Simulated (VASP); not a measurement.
Be16H (a cell with a defect): single point with PBEsol

Be16H (a cell with a defect):

```
CELL_PARAMETERS angstrom
-2.29000 -3.96640 0.00000
3.43500 -1.98320 0.00000
0.00000 0.00000 7.17686
ATOMIC_POSITIONS crystal
Be 0.75073 0.49984 0.99929
Be 0.50213 0.33597 0.24577
Be 0.78276 0.52487 0.48459
Be 0.48576 0.32145 0.77338
Be 0.49773 0.99076 0.00600
Be 0.25084 0.83122 0.25381
Be 0.50367 0.99556 0.50241
Be 0.24578 0.83147 0.75452
Be 0.24423 0.50258 0.00449
Be 0.00603 0.33130 0.24695
Be 0.25213 0.50216 0.50227
Be 0.00018 0.33393 0.75149
Be 0.00000 0.00238 0.00026
Be 0.75211 0.84118 0.24788
Be 0.00687 0.00843 0.50014
Be 0.75151 0.83539 0.75314
H 0.55061 0.36636 0.57977
```

- Program: VASP 6.6.1
- Task: single point
- Functional: PBEsol
- Potentials or basis: VASP PAW PBE potentials, release 64 (Be, H)
- Cutoff: 520 eV
- k mesh: 4 × 4 × 3
- Occupations: fermi-dirac, width 0.15 eV
- Spin: no spin polarisation
- Dipole correction: no
- Further INCAR settings: LREAL = Auto; ALGO = Normal; EDIFF = 1e-07; NBANDS = 30

| Property | Result |
| --- | --- |
| Pressure | 0.3 GPa |
| Largest force | 1.006 eV/Å |
| Band gap on the k mesh | zero (an odd number of electrons rules out a gap without spin polarisation) |

Forces on the atoms (eV/Å):
```
Be   0.009 -0.046  0.005
Be  -0.007 -0.039 -0.040
Be  -0.001 -0.059  0.190
Be   0.010 -0.209 -0.037
Be   0.010 -0.043  0.016
Be   0.006 -0.041  0.038
Be  -0.041 -0.024  0.049
Be   0.002 -0.066  0.039
Be  -0.023 -0.037  0.000
Be   0.024 -0.019  0.052
Be   0.013 -0.022  0.027
Be  -0.006 -0.057  0.054
Be  -0.010 -0.022  0.054
Be  -0.021 -0.004  0.073
Be   0.030 -0.031  0.059
Be   0.000 -0.062  0.059
H    0.007  0.779 -0.636
```

Stress tensor (GPa, compression positive):
```
-0.38 -0.56 -0.09
-0.56 -1.17  1.06
-0.09  1.06  2.52
```

Levels at points of the mesh, in eV from the Fermi level:
```tsv
k point	band 14	band 15	band 16	band 17	band 18	band 19
(0.00, 0.00, 0.00)	-3.78	-0.71	0.17	0.32	0.52	0.75
(0.50, 0.00, 0.00)	-2.52	-2.39	-2.35	-0.39	0.20	0.35
(0.00, 0.50, 0.00)	-3.64	-2.81	-2.62	0.01	0.34	0.63
(0.50, 0.50, 0.00)	-1.11	-0.96	-0.89	-0.09	0.44	0.52
```

Wall time 110 s on 1 thread of Intel(R) Xeon(R) 6975P-C (Granite Rapids), with other jobs on the host, peak memory 0.25 GiB.

Caveat: the k points lie up to 0.40 Å⁻¹ apart, too coarse for converged energies and pressures of a metal; the PAW data sets were made with another functional, which shifts forces and pressure a little.
